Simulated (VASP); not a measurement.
# Sb (R-3m) in VASP: a series of runs, part 3 of 3

VASP 6.6.1. Earlier steps stand in the parts before.

### Step 4. Electric field gradients, LDA (28.19 Å³/atom)

This run uses another cell than the first one, of 28.19 Å³/atom.

Input file INCAR:

```
  PREC = Accurate
  ENCUT = 520
  EDIFF = 1E-8
  ISMEAR = -1
  SIGMA = 0.03
  LREAL = False
  LASPH = True
  NELM = 60
  ALGO = Normal
  ISIF = 2
  LWAVE = False
  LCHARG = False
  GGA = CA
  LEFG = True
  NBANDS = 12
```

Input file KPOINTS:

```
regular mesh
0
Gamma
  12 12 12
```

Input file POSCAR:

```
Sb
1.0
    2.1066982106      1.2163027790      3.6675703910
   -2.1066982106      1.2163027790      3.6675703910
    0.0000000000     -2.4326055579      3.6675703910
Sb
2
Direct
    0.2336400000      0.2336400000      0.2336400000
    0.7663600000      0.7663600000      0.7663600000
```

Potentials or basis: VASP PAW LDA potentials, release 64 (Sb).

Command:

```bash
$ cat potpaw_LDA.64/Sb/POTCAR > POTCAR
$ mpirun -np 1 vasp_std > vasp.out
```

OUTCAR:

```text
PREC = Accurate
   ENCUT = 520
   EDIFF = 1E-8
   ISMEAR = -1
   LREAL = False
   LASPH = True
   NELM = 60
   ISIF = 2
   GGA = CA

 ion  position               nearest neighbor table
   1  0.234  0.234  0.234-   2 2.84   2 2.84   2 2.84   2 3.28   2 3.28   2 3.28
   2  0.766  0.766  0.766-   1 2.84   1 2.84   1 2.84   1 3.28   1 3.28   1 3.28

  LATTYP: Found a trigonal (rhomboedric) cell.
 ALAT       =     4.4009819783
 COS(alpha) =     0.5417151843

  Lattice vectors:

 A1 = (   2.1066982106,   1.2163027790,   3.6675703910)
 A2 = (  -2.1066982106,   1.2163027790,   3.6675703910)
 A3 = (   0.0000000000,  -2.4326055579,   3.6675703910)

Analysis of symmetry for initial positions (statically):
=====================================================================
 Subroutine PRICEL returns:
 Original cell was already a primitive cell.

 Routine SETGRP: Setting up the symmetry group for a
 trigonal (rhombohedral) supercell.

 Subroutine GETGRP returns: Found 12 space group operations
 (whereof 12 operations were pure point group operations)
 out of a pool of 12 trial point group operations.

The static configuration has the point symmetry D_3d.

Analysis of symmetry for dynamics (positions and initial velocities):
=====================================================================
 Subroutine PRICEL returns:
 Original cell was already a primitive cell.

 Routine SETGRP: Setting up the symmetry group for a
 trigonal (rhombohedral) supercell.

 Subroutine GETGRP returns: Found 12 space group operations
 (whereof 12 operations were pure point group operations)
 out of a pool of 12 trial point group operations.

The dynamic configuration has the point symmetry D_3d.

 Subroutine INISYM returns: Found 12 space group operations
 (whereof 12 operations are pure point group operations),
 and found     1 'primitive' translations

----------------------------------------------------------------------------------------

                                     Primitive cell

  volume of cell :      56.3863

  direct lattice vectors                    reciprocal lattice vectors
     2.106698211  1.216302779  3.667570391     0.237338218  0.137027284  0.090886690
    -2.106698211  1.216302779  3.667570391    -0.237338218  0.137027284  0.090886690
     0.000000000 -2.432605558  3.667570391     0.000000000 -0.274054569  0.090886690

  length of vectors
     4.400981978  4.400981978  4.400981978     0.288732224  0.288732224  0.288732224

  position of ions in fractional coordinates (direct lattice)
     0.233640000  0.233640000  0.233640000
     0.766360000  0.766360000  0.766360000

  ion indices of the primitive-cell ions
   primitive index   ion index
                 1           1
                 2           2

----------------------------------------------------------------------------------------

 KPOINTS: regular mesh

Automatic generation of k-mesh.
 Grid dimensions read from file:
 generate k-points for:   12   12   12

 Generating k-lattice:
[... 80 lines left out ...]
   IMIX   =      4    mixing-type and parameters
     AMIX     =   0.40;   BMIX     =  1.00
     AMIX_MAG =   1.60;   BMIX_MAG =  1.00
  volume/ion in A,a.u.               =      28.19       190.26
  Fermi-wavevector in a.u.,A,eV,Ry     =   0.919779  1.738131 11.510444  0.845994
  Thomas-Fermi vector in A             =   2.045011
   LORBIT       =      0    0 simple, 1 ext, 2 COOP (PROOUT), +10 PAW based schemes
   GGA     = CA    functional components
   LHFCALC =     F    Hartree Fock is set to
   AEXX    =    0.0000 exact exchange contribution
   IVDW    =     0    specifies the selected vdW correction
   LEPSILON=     F    determine dielectric tensor
   LRPA    =     F    only Hartree local field effects (RPA)
 non-spin polarized calculation
  energy-cutoff  :      520.00
  volume of cell :       56.39
 maximum number of plane-waves:      1534
 NGX is ok and might be reduce to    36
   NGX = 17   NGY = 17   NGZ = 17

 number of electron      10.0000000 magnetization

 Free energy of the ion-electron system (eV)
  ---------------------------------------------------
  ext. energy  EPLUGINS =         0.00000000
  ---------------------------------------------------
  free energy    TOTEN  =        -9.58832795 eV

  energy without entropy =       -9.58798209  energy(sigma->0) =       -9.58815502

 E-fermi :   8.0698     XC(G=0): -10.0074

 val. band max:        7.9434394625   @ k =   0.3333   0.2500   0.2500
 cond. band min:       8.0903229603   @ k =  -0.4167   0.5000   0.4167
 fundamental gap:      0.1468834977
 Fermi energy:         8.0697511959

 k-point     1 :       0.0000    0.0000    0.0000
  band No.  band energies     occupation
      1      -5.2535      2.00000
      2       3.5429      2.00000
      3       5.8267      2.00000
      4       6.1157      2.00000
      5       6.1157      2.00000
      6      10.1353      0.00000
      7      10.8301      0.00000
      8      10.8301      0.00000
      9      13.0668      0.00000
     10      13.0668      0.00000
     11      13.2855      0.00000
     12      14.4168      0.00000
[... 331 lines left out ...]
 k-point    24 :      -0.4167    0.1667    0.0000
  band No.  band energies     occupation
      1      -2.5323      2.00000
      2      -1.7436      2.00000
      3       4.0226      2.00000
      4       5.6211      2.00000
      5       6.2264      2.00000
      6       8.9846      0.00000
      7       9.4263      0.00000
      8      11.3009      0.00000
      9      14.5815      0.00000
     10      15.1431      0.00000
     11      15.7193      0.00000
     12      18.1204      0.00000

 [... further k-points ...]

------------------------ aborting loop because EDIFF is reached ----------------------------------------

  FORCE on cell =-STRESS in cart. coord.  units (eV):
  Direction    XX          YY          ZZ          XY          YZ          ZX
  --------------------------------------------------------------------------------------
  -------------------------------------------------------------------------------------
  Total        1.4420405      1.4420405      0.9558224      0.0000000      0.0000000      0.0000000
  in kB       40.9745621     40.9745621     27.1590185      0.0000000      0.0000000      0.0000000
  external PRESSURE =      36.3693809 kB  Pullay stress =       0.0000000 kB

 VOLUME and BASIS-vectors are now :
 -----------------------------------------------------------------------------
  energy-cutoff  :      520.00
  volume of cell :       56.39
      direct lattice vectors                 reciprocal lattice vectors
     2.106698211  1.216302779  3.667570391     0.237338218  0.137027284  0.090886690
    -2.106698211  1.216302779  3.667570391    -0.237338218  0.137027284  0.090886690
     0.000000000 -2.432605558  3.667570391     0.000000000 -0.274054569  0.090886690

 POSITION                                       TOTAL-FORCE (eV/Angst)
 -----------------------------------------------------------------------------------
      0.00000      0.00000      2.57067         0.000000      0.000000      0.490380
      0.00000      0.00000      8.43204         0.000000     -0.000000     -0.490380
 -----------------------------------------------------------------------------------
    total drift:                                0.000000     -0.000000      0.000000

  FREE ENERGIE OF THE ION-ELECTRON SYSTEM (eV)
  ---------------------------------------------------
  free  energy   TOTEN  =        -9.5883279544 eV

  energy  without entropy=       -9.5879820851  energy(sigma->0) =       -9.58815502

 Electric field gradients (V/A^2)
---------------------------------------------------------------------
 ion       V_xx      V_yy      V_zz      V_xy      V_xz      V_yz
---------------------------------------------------------------------
   1      21.167    21.167   -42.334     0.000     0.000    -0.000
   2      21.167    21.167   -42.334     0.000     0.000    -0.000
---------------------------------------------------------------------

 Electric field gradients after diagonalization (V/A^2)
 (convention: |V_zz| > |V_xx| > |V_yy|)
----------------------------------------------------------------------
 ion       V_xx      V_yy      V_zz     asymmetry (V_yy - V_xx)/ V_zz
----------------------------------------------------------------------
   1      21.167    21.167   -42.334       0.000
   2      21.167    21.167   -42.334       0.000
----------------------------------------------------------------------

           NMR quadrupolar parameters

 Cq : quadrupolar parameter    Cq=e*Q*V_zz/h
 eta: asymmetry parameters     (V_yy - V_xx)/ V_zz
 Q  : nuclear electric quadrupole moment in mb (millibarn)
----------------------------------------------------------------------
 ion       Cq(MHz)       eta       Q (mb)
----------------------------------------------------------------------
   1      -0.102       0.000       1.000
   2      -0.102       0.000       1.000
----------------------------------------------------------------------
```

OSZICAR:

```text
N       E                     dE             d eps       ncg     rms          rms(c)
DAV:   1     0.368091755335E+02    0.36809E+02   -0.36181E+03  4536   0.664E+02
DAV:   2    -0.756827833156E+01   -0.44377E+02   -0.42872E+02  6180   0.111E+02
DAV:   3    -0.960488587475E+01   -0.20366E+01   -0.20208E+01  5552   0.267E+01
DAV:   4    -0.962197022119E+01   -0.17084E-01   -0.17080E-01  5220   0.298E+00
DAV:   5    -0.962218105348E+01   -0.21083E-03   -0.21083E-03  5596   0.358E-01    0.352E+00
DAV:   6    -0.960002163856E+01    0.22159E-01   -0.57883E-03  5212   0.372E-01    0.212E+00
DAV:   7    -0.958833717096E+01    0.11684E-01   -0.11907E-02  5064   0.530E-01    0.563E-02
DAV:   8    -0.958832403645E+01    0.13135E-04   -0.45083E-04  5248   0.135E-01    0.202E-02
DAV:   9    -0.958832794148E+01   -0.39050E-05   -0.23165E-05  5580   0.281E-02    0.910E-03
DAV:  10    -0.958832788539E+01    0.56084E-07   -0.14491E-06  5368   0.654E-03    0.145E-03
DAV:  11    -0.958832795729E+01   -0.71896E-07   -0.15001E-07  5396   0.243E-03    0.507E-04
DAV:  12    -0.958832795442E+01    0.28705E-08   -0.16247E-08  3832   0.645E-04
   1 F= -.95883280E+01 E0= -.95881550E+01  d E =-.345869E-03
```

stdout:

```text
POSCAR found type information on POSCAR Sb
 POSCAR found :  1 types and       2 ions
 scaLAPACK will be used
 LDA part: xc-table for (Slater(with rela. corr.)+CA(PZ))
 , standard interpolation
 POSCAR, INCAR and KPOINTS ok, starting setup
 FFT: planning ... GRIDC
 FFT: planning ... GRID_SOFT
 FFT: planning ... GRID
 WAVECAR not read
 entering main loop
ion   1

ion   2
```

Run time: 54 s. Hardware: 1 thread of AMD EPYC 9R45 (Zen 5), shared host; peak memory 0.22 GiB.

What came out:

- Free energy: -9.5883 eV
- Pressure: 3.6 GPa
- Largest force: 0.490 eV/Å
- Band gap on the k mesh: zero (bands 5 and 6 overlap by 0.39 eV)
- Largest electric field gradient by atom: Sb -42.3 V/Å²

Forces in eV/Å, atoms in the order of the input:
```
Sb   0.000  0.000  0.490
Sb   0.000  0.000 -0.490
```

Stress tensor (GPa, compression positive):
```
4.10 0.00 0.00
0.00 4.10 0.00
0.00 0.00 2.72
```

Electric field gradients, principal values (V/Å²):
```
atom   least  middle  greatest (by size)
1 Sb  21.167  21.167             -42.334
2 Sb  21.167  21.167             -42.334
```

Caveat: the cell stands under pressure; without QUAD_EFG the Cq values of the log hold for a quadrupole moment of 1 mb, not for the nuclei; spin-orbit coupling is left out, which moves the levels of the heavy elements.
